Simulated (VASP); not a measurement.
# Te2Mo in VASP: single point with PBE

Aim: the single point of Te2Mo with PBE.

Everything below comes from runs of VASP 6.6.1. Logs are shortened: lines on timing, memory, paths and dates and some standing lists are left out, and cuts for length are marked.

### Step 1. The cell of the first run

The cell holds a slab with vacuum, 6 atoms: a = 6.363 Å, b = 3.469 Å, c = 36.171 Å, α = 90.00°, β = 90.09°, γ = 90.00°.

### Step 2. Single point, PBE

INCAR

```
  ALGO = Normal
  EDIFF = 1E-6
  ENCUT = 520
  GGA = PE
  ISIF = 2
  ISMEAR = 0
  LASPH = True
  LCHARG = False
  LREAL = False
  LWAVE = False
  NBANDS = 35
  NELM = 80
  PREC = Accurate
  SIGMA = 0.1
```

KPOINTS

```
k-points
0
Gamma
  6 10 1
```

POSCAR

```
Te2Mo
1.0
    6.3632500263      0.0000000000      0.0025150028
    0.0000000000      3.4693882707      0.0000000000
   -0.0714615393      0.0000000000     36.1710653106
Te Mo
4 2
Direct
    0.0776861337      0.7500000000      0.4427832269
    0.9223138663      0.2500000000      0.5572167731
    0.5699047201      0.2500000000      0.4591023793
    0.4300952799      0.7500000000      0.5408976207
    0.8193090234      0.7500000000      0.5027135950
    0.1806909766      0.2500000000      0.4972864050
```

Potentials or basis: VASP PAW PBE potentials, release 64 (Te, Mo_sv).

The run is started by

```bash
$ cat potpaw_PBE.64/Te/POTCAR potpaw_PBE.64/Mo_sv/POTCAR > POTCAR
$ mpirun -np 1 vasp_std > vasp.out
```

OUTCAR:

```text
EDIFF = 1E-6
   ENCUT = 520
   GGA = PE
   ISIF = 2
   ISMEAR = 0
   LASPH = True
   LREAL = False
   NELM = 80
   PREC = Accurate

 ion  position               nearest neighbor table
   1  0.078  0.750  0.443-   6 2.71   6 2.71   5 2.72   3 3.63   3 3.63
   2  0.922  0.250  0.557-   5 2.71   5 2.71   6 2.72   4 3.63   4 3.63
   3  0.570  0.250  0.459-   5 2.83   5 2.83   6 2.84   4 3.54   4 3.54   1 3.63   1 3.63
   4  0.430  0.750  0.541-   6 2.83   6 2.83   5 2.84   3 3.54   3 3.54   2 3.63   2 3.63
   5  0.819  0.750  0.503-   2 2.71   2 2.71   1 2.72   3 2.83   3 2.83   4 2.84   6 2.89   6 2.89

   6  0.181  0.250  0.497-   1 2.71   1 2.71   2 2.72   4 2.83   4 2.83   3 2.84   5 2.89   5 2.89

  LATTYP: Found a simple monoclinic cell.
 ALAT       =     6.3632505233
 B/A-ratio  =     0.5452226434
 C/A-ratio  =     5.6843802974
 COS(beta)  =    -0.0015804129

  Lattice vectors:

 A1 = (   6.3632500263,   0.0000000000,   0.0025150028)
 A2 = (   0.0000000000,   3.4693882707,   0.0000000000)
 A3 = (  -0.0714615393,   0.0000000000,  36.1710653106)

Analysis of symmetry for initial positions (statically):
=====================================================================
 Subroutine PRICEL returns:
 Original cell was already a primitive cell.

 Routine SETGRP: Setting up the symmetry group for a
 simple monoclinic supercell.

 Subroutine GETGRP returns: Found  4 space group operations
 (whereof  2 operations were pure point group operations)
 out of a pool of  4 trial point group operations.

The static configuration has the point symmetry S_2 .
 The point group associated with its full space group is C_2h.

Analysis of symmetry for dynamics (positions and initial velocities):
=====================================================================
 Subroutine PRICEL returns:
 Original cell was already a primitive cell.

 Routine SETGRP: Setting up the symmetry group for a
 simple monoclinic supercell.

 Subroutine GETGRP returns: Found  4 space group operations
 (whereof  2 operations were pure point group operations)
 out of a pool of  4 trial point group operations.

The dynamic configuration has the point symmetry S_2 .
 The point group associated with its full space group is C_2h.

 Subroutine INISYM returns: Found  4 space group operations
 (whereof  2 operations are pure point group operations),
[... 102 lines left out ...]
   NELM   =     80;   NELMIN=  2; NELMDL= -5     # of ELM steps
   EDIFF  = 0.1E-05   stopping-criterion for ELM
   LREAL  =      F    real-space projection
   EDIFFG = 0.1E-04   stopping-criterion for IOM
   NSW    =      0    number of steps for IOM
   IBRION =     -1    ionic relax: 0-MD 1-quasi-New 2-CG
   NFREE  =      0    steps in history (QN), initial steepest desc. (CG)
   ISIF   =      2    stress and relaxation
   ISYM   =      2    0-nonsym 1-usesym 2-fastsym
   POTIM  = 0.5000    time-step for ionic-motion
   TEBEG  =    0.0;   TEEND  =   0.0 temperature during run
   PSTRESS=    0.0 pullay stress
   NELECT =      52.0000    total number of electrons
   NUPDOWN=      -1.0000    fix difference up-down
   EMIN   =  10.00;   EMAX   =-10.00  energy-range for DOS
   EFERMI =   0.00;   METHOD = LEGACY
   ISMEAR =     0;   SIGMA  =   0.10  broadening in eV -4-tet -1-fermi 0-gaus
   EFERMI_NEDOS =   21; number of points for ismear=-14 and -15
   IALGO  =     38    algorithm
   IMIX   =      4    mixing-type and parameters
     AMIX     =   0.40;   BMIX     =  1.00
     AMIX_MAG =   1.60;   BMIX_MAG =  1.00
  volume/ion in A,a.u.               =     133.09       898.13
  Fermi-wavevector in a.u.,A,eV,Ry     =   0.658635  1.244640  5.902207  0.433800
  Thomas-Fermi vector in A             =   1.730519
   LORBIT       =      0    0 simple, 1 ext, 2 COOP (PROOUT), +10 PAW based schemes
   GGA     = PE    functional components
   LHFCALC =     F    Hartree Fock is set to
   AEXX    =    0.0000 exact exchange contribution
   IVDW    =     0    specifies the selected vdW correction
   LEPSILON=     F    determine dielectric tensor
   LRPA    =     F    only Hartree local field effects (RPA)
 non-spin polarized calculation
 Gauss-broadening in eV      SIGMA  =   0.10
  energy-cutoff  :      520.00
  volume of cell :      798.53
 maximum number of plane-waves:     21625
 NGX is ok and might be reduce to    48
   NGX = 23   NGY = 13   NGZ =135

 number of electron      51.9999997 magnetization

 Free energy of the ion-electron system (eV)
  ---------------------------------------------------
  ext. energy  EPLUGINS =         0.00000000
  ---------------------------------------------------
  free energy    TOTEN  =       -35.96897824 eV

  energy without entropy =      -35.96137055  energy(sigma->0) =      -35.96517439

 E-fermi :  -2.0995     XC(G=0):  -2.3214

 val. band max:       -2.1115873043   @ k =   0.0000   0.1000   0.0000
 cond. band min:      -2.0507436651   @ k =   0.0000   0.1000   0.0000
 fundamental gap:      0.0608436391
 Fermi energy:        -2.0995138551

 k-point     1 :       0.0000    0.0000    0.0000
  band No.  band energies     occupation
      1     -63.1925      2.00000
      2     -63.1332      2.00000
      3     -37.4377      2.00000
      4     -37.3752      2.00000
      5     -37.3285      2.00000
      6     -37.2087      2.00000
[... 901 lines left out ...]
     34       1.2331      0.00000
     35       2.3705      0.00000

------------------------ aborting loop because EDIFF is reached ----------------------------------------

  FORCE on cell =-STRESS in cart. coord.  units (eV):
  Direction    XX          YY          ZZ          XY          YZ          ZX
  --------------------------------------------------------------------------------------
  -------------------------------------------------------------------------------------
  Total        0.0292461     -0.0574151      0.0254037      0.0000000      0.0000000      0.0161034
  in kB        0.0586793     -0.1151974      0.0509700      0.0000000      0.0000000      0.0323098
  external PRESSURE =      -0.0018494 kB  Pullay stress =       0.0000000 kB

 VOLUME and BASIS-vectors are now :
 -----------------------------------------------------------------------------
  energy-cutoff  :      520.00
  volume of cell :      798.53
      direct lattice vectors                 reciprocal lattice vectors
     6.363250026  0.000000000  0.002515003     0.157152275  0.000000000  0.000310479
     0.000000000  3.469388271  0.000000000     0.000000000  0.288235251  0.000000000
    -0.071461539  0.000000000 36.171065311    -0.000010927  0.000000000  0.027646386

 POSITION                                       TOTAL-FORCE (eV/Angst)
 -----------------------------------------------------------------------------------
      0.46269      2.60204     16.01614        -0.002191      0.000000     -0.004428
      5.82909      0.86735     20.15744         0.002191      0.000000      0.004428
      3.59364      0.86735     16.60766        -0.002290     -0.000000     -0.009756
      2.69815      2.60204     19.56592         0.002290      0.000000      0.009756
      5.17754      2.60204     18.18575        -0.000199      0.000000     -0.002575
      1.11425      0.86735     17.98783         0.000199     -0.000000      0.002575
 -----------------------------------------------------------------------------------
    total drift:                                0.000000      0.000000      0.000000

  FREE ENERGIE OF THE ION-ELECTRON SYSTEM (eV)
  ---------------------------------------------------
  free  energy   TOTEN  =       -35.9689782350 eV

  energy  without entropy=      -35.9613705454  energy(sigma->0) =      -35.96517439
```

OSZICAR:

```text
N       E                     dE             d eps       ncg     rms          rms(c)
DAV:   1     0.432053242632E+03    0.43205E+03   -0.21447E+04  2096   0.105E+03
DAV:   2     0.866262687077E+01   -0.42339E+03   -0.41244E+03  2464   0.232E+02
DAV:   3    -0.354556068989E+02   -0.44118E+02   -0.43397E+02  2160   0.716E+01
[... 20 lines left out ...]
DAV:  24    -0.359689687175E+02   -0.79949E-05   -0.22178E-07  1250   0.157E-03    0.215E-03
DAV:  25    -0.359689736559E+02   -0.49384E-05   -0.49718E-08  1169   0.827E-04    0.110E-03
DAV:  26    -0.359689764935E+02   -0.28377E-05   -0.57179E-08  1246   0.585E-04    0.133E-03
DAV:  27    -0.359689775973E+02   -0.11038E-05   -0.84625E-09  1100   0.412E-04    0.279E-04
DAV:  28    -0.359689782350E+02   -0.63771E-06   -0.17712E-09  1048   0.186E-04
   1 F= -.35968978E+02 E0= -.35965174E+02  d E =-.760769E-02
```

Wall time 26 min (1 thread of Oxide Virtual Turin-like, shared host); peak memory 1.1 GiB.

Results:

```
Free energy            : -35.9690 eV
Largest force          : 0.010 eV/Å
Band gap on the k mesh : zero (band 26 reaches -1.94 eV, above the bottom of band 27 at -2.15 eV)
```

Forces on the atoms (eV/Å):
```
Te  -0.002  0.000 -0.004
Te   0.002  0.000  0.004
Te  -0.002  0.000 -0.010
Te   0.002  0.000  0.010
Mo   0.000  0.000 -0.003
Mo   0.000  0.000  0.003
```

Caveat: spin-orbit coupling is left out, which moves the levels of the heavy elements.
